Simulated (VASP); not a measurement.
Input of a VASP 6.6.1 run:

File INCAR:

```
PREC = Accurate
ENCUT = 520
EDIFF = 1E-6
ISMEAR = 0
SIGMA = 0.05
LREAL = False
LASPH = True
NELM = 80
ALGO = Normal
ISIF = 2
LWAVE = False
LCHARG = False
GGA = PE
NBANDS = 26
```

The input KPOINTS:

```
Automatic mesh
0
Gamma
  6 6 6
```

Contents of POSCAR:

```
AlN
1.0
    4.4025164325      0.0000000000      0.0000000000
    0.0000000000     -4.4025164325      0.0000000000
    0.0000000000      0.0000000000     -4.4025164325
Al N
4 4
Direct
   -0.0607121785      0.1430999769     -0.0607121785
    0.5000000000      0.5000000000      0.0000000000
    0.5000000000      0.0000000000      0.5000000000
    0.0000000000      0.5000000000      0.5000000000
    0.7500000000      0.7500000000      0.7500000000
    0.2500000000      0.2500000000      0.7500000000
    0.2500000000      0.7500000000      0.2500000000
    0.7500000000      0.2500000000      0.2500000000
```

Potentials or basis: VASP PAW PBE potentials, release 64 (Al, N).

Command:

```bash
$ cat potpaw_PBE.64/Al/POTCAR potpaw_PBE.64/N/POTCAR > POTCAR
$ mpirun -np 1 vasp_std > vasp.out
```

What does it give for the band gap on the k mesh?

Zero (bands 16 and 17 overlap by 0.15 eV).

What does it give for the largest force?

8.066 eV/Å.

What does it give for the pressure?

9.6 GPa.

Stress tensor (GPa, compression positive):
```
15.60  1.70  9.06
 1.70 -2.35 -1.70
 9.06 -1.70 15.60
```

Caveat: the cell differs from its parent crystal (atom 1 (Al) moved by -0.378 Å along [1 1 0] and -0.630 Å along [0 0 1]); the stress differs along the axes, from -2 to 16 GPa; semilocal functionals underestimate gaps, and a narrow one can read as zero; forces of over 1 eV/Å act on the atoms, so gaps and moduli don't describe the material at rest.
